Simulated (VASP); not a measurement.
Input of a VASP 6.6.1 run:

Contents of INCAR:

```
SYSTEM = CO
PREC = Accurate
ENCUT = 520
EDIFF = 1E-6
ISMEAR = -1
SIGMA = 0.02
LREAL = .False.
LASPH = .True.
NELM = 60
ALGO = Normal
ISIF = 2
LWAVE = .False.
LCHARG = .False.
GGA = PE
IVDW = 12
IBRION = 2
NSW = 35
EDIFFG = -0.3
```

Contents of KPOINTS:

```
Automatic mesh
0
Gamma
  1 1 1
  0 0 0
```

POSCAR

```
CO
1.0
    7.6766930000      0.0000000000      0.0000000000
    0.0000000000      7.6766930000      0.0000000000
    0.0000000000      0.0000000000      7.6766930000
O C
6 6
Direct
    0.5379661000      0.3276134000      0.3138999000
    0.4069455000      0.9023321000      0.4125492000
    0.9270746000      0.6681497000      0.3464707000
    0.3052286000      0.3890541000      0.7092496000
    0.6516151000      0.4242540000      0.9906783000
    0.1570489000      0.8045266000      0.9181887000
    0.4613250000      0.4488093000      0.2704002000
    0.4723998000      0.8541381000      0.2866619000
    0.8864640000      0.7781227000      0.4398048000
    0.2475604000      0.2626674000      0.6530772000
    0.7620604000      0.5177862000      0.9518441000
    0.0388954000      0.7540824000      0.8410546000
```

Potentials or basis: VASP PAW PBE potentials, release 64 (O, C).

The run is started by

```bash
$ cat potpaw_PBE.64/O/POTCAR potpaw_PBE.64/C/POTCAR > POTCAR
$ mpirun -np 1 vasp_gam > vasp.out
```

(1) Predict the energy gained by relaxing.

(2) What does it give for the dispersion energy per atom?

Results:

(1) 19.6 meV/atom.

(2) -0.034 eV.

Caveat: the k points lie up to 0.82 Å⁻¹ apart.
